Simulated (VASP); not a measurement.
# ZnCd2Te2 in VASP: a series of runs

ZnCd2Te2 is run at these levels: LDA; tasks: single point.

Program: VASP 6.6.1. These are calculated values, not measurements. Logs are shortened: lines on timing, memory, paths and dates and some standing lists are left out, and cuts for length are marked.

### Step 1. The cell of the first run

The cell holds a slab with vacuum, 5 atoms: a = 4.533 Å, b = 4.533 Å, c = 19.867 Å, α = 90.00°, β = 90.00°, γ = 120.00°.

### Step 2. Single point, LDA

INCAR

```
ALGO = Normal ; DIPOL = 0.5 0.5 0.367
EDIFF = 1E-6 ; ENCUT = 520
GGA = CA ; IDIPOL = 3
ISIF = 2 ; ISMEAR = 0
LASPH = True ; LCHARG = False
LDIPOL = True ; LREAL = False
LWAVE = False ; NBANDS = 32
NELM = 100 ; PREC = Accurate
SIGMA = 0.05
```

KPOINTS

```
k-points
0
Gamma
  6 6 1
```

POSCAR

```
ZnCd2Te2
1.0
    4.5325544674      0.0000000000      0.0000000000
   -2.2662772337      3.9253073128      0.0000000000
    0.0000000000      0.0000000000     19.8672286441
Te Cd Zn
2 2 1
Direct
    0.0000000000      0.0000000000      0.2013365866
    0.3333333333      0.6666666667      0.3964595968
    0.3333333333      0.6666666667      0.2479059306
    0.6666666667      0.3333333333      0.4211573136
    1.3333333333      0.5555555556      0.5694060079
```

Potentials or basis: VASP PAW LDA potentials, release 64 (Te, Cd, Zn).

Started as:

```
> cat potpaw_LDA.64/Te/POTCAR potpaw_LDA.64/Cd/POTCAR potpaw_LDA.64/Zn/POTCAR > POTCAR
> mpirun -np 1 vasp_std > vasp.out
```

OUTCAR:

```text
EDIFF = 1E-6
   ENCUT = 520
   GGA = CA
   ISIF = 2
   ISMEAR = 0
   LASPH = True
   LREAL = False
   NELM = 100
   PREC = Accurate

 ion  position               nearest neighbor table
   1  0.000  0.000  0.201-   3 2.78   3 2.78   3 2.78
   2  0.333  0.667  0.396-   4 2.66   4 2.66   4 2.66   3 2.95
   3  0.333  0.667  0.248-   1 2.78   1 2.78   1 2.78   2 2.95
   4  0.667  0.333  0.421-   2 2.66   2 2.66   2 2.66
   5  0.333  0.556  0.569-

  LATTYP: Found a hexagonal cell.
 ALAT       =     4.5325544674
 C/A-ratio  =     4.3832299837

  Lattice vectors:

 A1 = (   4.5325544674,   0.0000000000,   0.0000000000)
 A2 = (  -2.2662772337,   3.9253073128,   0.0000000000)
 A3 = (   0.0000000000,   0.0000000000,  19.8672286441)

Analysis of symmetry for initial positions (statically):
=====================================================================
 Subroutine PRICEL returns:
 Original cell was already a primitive cell.

 Routine SETGRP: Setting up the symmetry group for a
 hexagonal supercell.

 Subroutine GETGRP returns: Found  1 space group operations
 (whereof  1 operations were pure point group operations)
 out of a pool of 24 trial point group operations.

The static configuration has the point symmetry C_1 .

Analysis of symmetry for dynamics (positions and initial velocities):
=====================================================================
 Subroutine PRICEL returns:
 Original cell was already a primitive cell.

 Routine SETGRP: Setting up the symmetry group for a
 hexagonal supercell.

 Subroutine GETGRP returns: Found  1 space group operations
 (whereof  1 operations were pure point group operations)
 out of a pool of 24 trial point group operations.

The dynamic configuration has the point symmetry C_1 .

 Subroutine INISYM returns: Found  1 space group operations
 (whereof  1 operations are pure point group operations),
 and found     1 'primitive' translations

----------------------------------------------------------------------------------------

                                     Primitive cell

  volume of cell :     353.4712

  direct lattice vectors                    reciprocal lattice vectors
     4.532554467  0.000000000  0.000000000     0.220626141  0.127378562  0.000000000
    -2.266277234  3.925307313  0.000000000     0.000000000  0.254757124  0.000000000
[... 92 lines left out ...]
   ISIF   =      2    stress and relaxation
   ISYM   =      2    0-nonsym 1-usesym 2-fastsym
   POTIM  = 0.5000    time-step for ionic-motion
   TEBEG  =    0.0;   TEEND  =   0.0 temperature during run
   PSTRESS=    0.0 pullay stress
   NELECT =      48.0000    total number of electrons
   NUPDOWN=      -1.0000    fix difference up-down
   EMIN   =  10.00;   EMAX   =-10.00  energy-range for DOS
   EFERMI =   0.00;   METHOD = LEGACY
   ISMEAR =     0;   SIGMA  =   0.05  broadening in eV -4-tet -1-fermi 0-gaus
   EFERMI_NEDOS =   21; number of points for ismear=-14 and -15
   IALGO  =     38    algorithm
   IMIX   =      4    mixing-type and parameters
     AMIX     =   0.40;   BMIX     =  1.00
     AMIX_MAG =   1.60;   BMIX_MAG =  1.00
  volume/ion in A,a.u.               =      70.69       477.07
  Fermi-wavevector in a.u.,A,eV,Ry     =   0.841467  1.590143  9.633840  0.708067
  Thomas-Fermi vector in A             =   1.956017
   LORBIT       =      0    0 simple, 1 ext, 2 COOP (PROOUT), +10 PAW based schemes
   GGA     = CA    functional components
   LHFCALC =     F    Hartree Fock is set to
   AEXX    =    0.0000 exact exchange contribution
   IVDW    =     0    specifies the selected vdW correction
   LEPSILON=     F    determine dielectric tensor
   LRPA    =     F    only Hartree local field effects (RPA)
 non-spin polarized calculation
 Gauss-broadening in eV      SIGMA  =   0.05
  energy-cutoff  :      520.00
  volume of cell :      353.47
 maximum number of plane-waves:      9583
 NGX is ok and might be reduce to    36
   NGX = 17   NGY = 17   NGZ = 73

 number of electron      47.9999996 magnetization

 dipolmoment           0.000000      0.000000     -0.172234 electrons x Angstroem

 Free energy of the ion-electron system (eV)
  ---------------------------------------------------
  ext. energy  EPLUGINS =         0.00000000
  ---------------------------------------------------
  free energy    TOTEN  =       -11.17492063 eV

  energy without entropy =      -11.17335348  energy(sigma->0) =      -11.17413705

 E-fermi :  -1.5203     XC(G=0):  -4.8509

 val. band max:       -1.5205319897   @ k =   0.0000   0.0000   0.0000
 cond. band min:      -1.5200434424   @ k =   0.0000   0.0000   0.0000
 fundamental gap:      0.0004885473
 Fermi energy:        -1.5202877200

 k-point     1 :       0.0000    0.0000    0.0000
  band No.  band energies     occupation
      1     -14.4063      2.00000
      2     -12.1544      2.00000
      3     -11.6440      2.00000
      4     -11.6434      2.00000
      5     -11.2363      2.00000
      6     -11.2325      2.00000
[... 689 lines left out ...]
     31       3.0459      0.00000
     32       3.9193      0.00000

------------------------ aborting loop because EDIFF is reached ----------------------------------------

 vacuum level on the upper side and lower side of the slab       (xc-potential included)        -0.859         0.846

  FORCE on cell =-STRESS in cart. coord.  units (eV):
  Direction    XX          YY          ZZ          XY          YZ          ZX
  --------------------------------------------------------------------------------------
  -------------------------------------------------------------------------------------
  Total        0.5217975      0.5577302     -0.2542434     -0.0162142     -0.2836178      0.2392288
  in kB        2.3651494      2.5280214     -1.1524081     -0.0734942     -1.2855534      1.0843515
  external PRESSURE =       1.2469209 kB  Pullay stress =       0.0000000 kB

 VOLUME and BASIS-vectors are now :
 -----------------------------------------------------------------------------
  energy-cutoff  :      520.00
  volume of cell :      353.47
      direct lattice vectors                 reciprocal lattice vectors
     4.532554467  0.000000000  0.000000000     0.220626141  0.127378562  0.000000000
    -2.266277234  3.925307313  0.000000000     0.000000000  0.254757124  0.000000000
     0.000000000  0.000000000 19.867228644     0.000000000  0.000000000  0.050334147

 POSITION                                       TOTAL-FORCE (eV/Angst)
 -----------------------------------------------------------------------------------
      0.00000      0.00000      4.00000        -0.009054      0.010391      0.374775
     -0.00000      2.61687      7.87655        -0.038855      0.061952     -0.238422
     -0.00000      2.61687      4.92520        -0.000739      0.001939     -0.353958
      2.26628      1.30844      8.36723        -0.011877     -0.005730      0.201878
      0.25181      2.18073     11.31252         0.060524     -0.068553      0.015727
 -----------------------------------------------------------------------------------
    total drift:                               -0.000055      0.000307     -0.001858

  FREE ENERGIE OF THE ION-ELECTRON SYSTEM (eV)
  ---------------------------------------------------
  free  energy   TOTEN  =       -11.1749206332 eV

  energy  without entropy=      -11.1733534764  energy(sigma->0) =      -11.17413705

 vacuum level on the upper side and lower side of the slab         2.548         4.299
```

stdout:

```text
POSCAR found type information on POSCAR TeCdZn
 POSCAR found :  3 types and       5 ions
 scaLAPACK will be used
 LDA part: xc-table for (Slater(with rela. corr.)+CA(PZ))
 , standard interpolation
 POSCAR, INCAR and KPOINTS ok, starting setup
 FFT: planning ... GRIDC
 FFT: planning ... GRID_SOFT
 FFT: planning ... GRID
 WAVECAR not read
 entering main loop
```

Wall time 7.5 min (1 thread of Intel Xeon 6975P-C, shared host); peak memory 0.51 GiB.

What came out:

| Property | Result |
| --- | --- |
| Free energy | -11.1749 eV |
| Largest force | 0.375 eV/Å |
| Band gap on the k mesh | zero (filled and empty bands touch) |

Forces on the atoms (eV/Å):
```
Te  -0.009  0.010  0.375
Te  -0.039  0.062 -0.238
Cd  -0.001  0.002 -0.354
Cd  -0.012 -0.006  0.202
Zn   0.061 -0.069  0.016
```

Levels at points of the mesh, in eV from the Fermi level:
```csv
k point,band 22,band 23,band 24,band 25,band 26,band 27
"(0.00, 0.00, 0.00)",-1.37,-0.23,0.00,0.00,1.43,2.22
"(0.50, 0.00, 0.00)",-1.76,-1.06,-0.90,0.20,0.98,2.23
"(0.00, 0.50, 0.00)",-1.82,-1.06,-0.85,0.35,0.93,2.03
"(0.50, 0.50, 0.00)",-1.79,-1.06,-0.96,0.18,1.05,2.34
```

Caveat: spin-orbit coupling is left out, which moves the levels of the heavy elements.

### Step 3. Single point, LDA

INCAR

```
SYSTEM = ZnCd2Te2
  PREC = Accurate
  ENCUT = 520
  EDIFF = 1E-6
  ISMEAR = 0
  SIGMA = 0.05
  LREAL = .FALSE.
  LASPH = .TRUE.
  NELM = 60
  ALGO = Normal
  ISIF = 2
  LWAVE = .FALSE.
  LCHARG = .FALSE.
  LDIPOL = .TRUE.
  IDIPOL = 3
  DIPOL = 0.5 0.5 0.362
  GGA = CA
  NBANDS = 32
```

KPOINTS

```
regular mesh
0
G
  6 6 1
  0 0 0
```

Edit POSCAR of step 2 so:

```diff
@@ -12,2 +12,2 @@
     0.6666666667      0.3333333333      0.4211573136
-    1.3333333333      0.5555555556      0.5694060079
+    0.8888888889      1.2222222222      0.5444740419
```

Potentials or basis: VASP PAW LDA potentials, release 64 (Te, Cd, Zn).

Started as:

```
> cat potpaw_LDA.64/Te/POTCAR potpaw_LDA.64/Cd/POTCAR potpaw_LDA.64/Zn/POTCAR > POTCAR
> mpirun -np 1 vasp_std > vasp.out
```

Run time: 8.7 min. Hardware: 1 thread of Intel Xeon 6975P-C, shared host; peak memory 0.51 GiB.

Results (log left out):

- Free energy: -11.3995 eV
- Largest force: 0.453 eV/Å
- Band gap on the k mesh: zero (band 24 reaches -1.49 eV, above the bottom of band 25 at -1.50 eV)

Forces on the atoms (eV/Å):
```
Te   0.025 -0.005  0.333
Te   0.112  0.027 -0.438
Cd  -0.002  0.004 -0.312
Cd  -0.060 -0.010  0.397
Zn  -0.074 -0.016  0.020
```

Levels at points of the mesh, in eV from the Fermi level:
| k point | band 22 | band 23 | band 24 | band 25 | band 26 | band 27 |
| --- | --- | --- | --- | --- | --- | --- |
| (0.00, 0.00, 0.00) | -1.13 | -0.12 | 0.02 | 0.02 | 1.54 | 2.23 |
| (0.50, 0.00, 0.00) | -2.45 | -1.03 | -0.88 | 0.43 | 1.37 | 1.70 |
| (0.00, 0.50, 0.00) | -2.33 | -1.03 | -0.82 | 0.56 | 1.29 | 1.59 |
| (0.50, 0.50, 0.00) | -1.82 | -1.04 | -0.80 | 0.00 | 0.97 | 2.43 |

Caveat: spin-orbit coupling is left out, which moves the levels of the heavy elements.

### Step 4. Single point, LDA

INCAR

```
ALGO = Normal
DIPOL = 0.5 0.5 0.363
EDIFF = 1E-6
ENCUT = 520
GGA = CA
IDIPOL = 3
ISIF = 2
ISMEAR = 0
LASPH = T
LCHARG = F
LDIPOL = T
LREAL = F
LWAVE = F
NBANDS = 32
NELM = 80
PREC = Accurate
SIGMA = 0.05
```

KPOINTS

```
k-points
0
Gamma
  6 6 1
```

Edit POSCAR of step 3 so:

```diff
@@ -12,2 +12,2 @@
     0.6666666667      0.3333333333      0.4211573136
-    0.8888888889      1.2222222222      0.5444740419
+    1.5555555556      0.5555555556      0.5489069688
```

Started as:

```
> cat potpaw_LDA.64/Te/POTCAR potpaw_LDA.64/Cd/POTCAR potpaw_LDA.64/Zn/POTCAR > POTCAR
> mpirun -np 1 vasp_std > vasp.out
```

It took 7.7 min on 1 thread of Intel Xeon 6975P-C, shared host; peak memory 0.51 GiB.

The run converged. Its results:

```yaml
Free_energy: -11.3457 eV
Largest_force: 0.521 eV/Å
Band_gap_on_the_k_mesh: zero (filled and empty bands touch)
```

Forces on the atoms (eV/Å):
```
Te  -0.032  0.024  0.377
Te  -0.221  0.108 -0.460
Cd  -0.003 -0.001 -0.366
Cd   0.066 -0.018  0.433
Zn   0.190 -0.113  0.015
```

Levels at points of the mesh, in eV from the Fermi level:
```csv
k point,band 22,band 23,band 24,band 25,band 26,band 27
"(0.00, 0.00, 0.00)",-1.25,-0.30,0.00,0.00,1.45,2.20
"(0.50, 0.00, 0.00)",-2.03,-1.06,-0.79,0.37,0.69,1.88
"(0.00, 0.50, 0.00)",-1.92,-1.06,-0.80,0.07,0.74,2.12
"(0.50, 0.50, 0.00)",-2.30,-1.06,-0.98,0.23,1.17,1.85
```

Caveat: spin-orbit coupling is left out, which moves the levels of the heavy elements.

[end of part 1 of 2]
